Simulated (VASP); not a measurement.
Here is a VASP 6.6.1 calculation.

INCAR

```
SYSTEM = P
ALGO = Normal
EDIFF = 1E-6
ENCUT = 520
GGA = PE
ISIF = 2
ISMEAR = -1
KPAR = 4
LASPH = .True.
LCHARG = .False.
LREAL = Auto
LWAVE = .False.
NBANDS = 78
NELM = 80
PREC = Accurate
SIGMA = 0.02
```

File KPOINTS:

```
k-points
0
Gamma
  6 3 3
  0 0 0
```

Contents of POSCAR:

```
P
1.0
    5.4286260180      0.0000000000      0.0000000000
   -1.9663263722     10.5554746233      0.0000000000
   -1.8558092614     -1.2486837908     10.6422963290
P
24
Direct
    0.0794116866     -0.0091793842      0.6744672006
    0.9205883134      1.0091793842      0.3255327994
    0.5840388865      0.1774357551      0.5405003414
    0.4159611135      0.8225642449      0.4594996586
    0.1751745502      0.0522915284      0.1899472966
    0.8248254498      0.9477084716      0.8100527034
    0.7773831744      0.3792394473      0.5577616641
    0.2226168256      0.6207605527      0.4422383359
    0.6890719117      0.3012917625      0.0231155903
    0.3109280883      0.6987082375      0.9768844097
    0.2400571108      0.0136855148      0.8774024357
    0.7599428892      0.9863144852      0.1225975643
    0.5043659770      0.3185611269      0.6806460429
    0.4956340230      0.6814388731      0.3193539571
    0.3651277302      0.3224675219      0.4787937921
    0.6348722698      0.6775324781      0.5212062079
    0.0816697902      0.3660012902      0.1310080363
    0.9183302098      0.6339987098      0.8689919637
    0.0069256923      0.1471171213      0.8002123040
    0.9930743077      0.8528828787      0.1997876960
    0.8023386604      0.4910711309      0.1346206630
    0.1976613396      0.5089288691      0.8653793370
    0.7609383905      0.3170296396      0.2303589699
    0.2390616095      0.6829703604      0.7696410301
```

Potentials or basis: VASP PAW PBE potentials, release 64 (P).

The run is started by

```console
$ cat potpaw_PBE.64/P/POTCAR > POTCAR
$ mpirun -np 4 vasp_std > vasp.out
```

(1) Estimate the band gap on the k mesh.

(2) Predict the largest force.

Answers

(1) 2.78 eV (least direct gap 2.83 eV).

(2) 0.146 eV/Å.
